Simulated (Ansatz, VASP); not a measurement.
# One calculation of Lu, two programs

```
Lu
1.0
     3.25990    0.00000    0.00000
    -1.62995    2.82315    0.00000
     0.00000    0.00000    3.20094
Lu
1
Cartesian
  0.0000 0.0000 0.0000
```

Change from the starting cell: volume scaled by 0.95, PAW files.

Alike in both runs: task single point; functional PBE; k mesh 13 × 13 × 12; occupations fermi-dirac, width 0.08 eV; no spin polarisation.

```csv
,VASP,Ansatz
version,VASP 6.6.1,Ansatz 0.2.0
potentials or method,"VASP PAW PBE potentials, release 64 (Lu)","PAW with Ansatz's default frozen-core files, scalar-relativistic"
plane-wave cutoff (eV),520,420
valence electrons in the cell,25,25
```

Ansatz gave:

| Quantity | Value |
| --- | --- |
| pressure (GPa) | 1.9 |

Question: Estimate VASP's values.

Answer: Pressure (GPa): 1.8.

Spin-orbit coupling is off throughout.
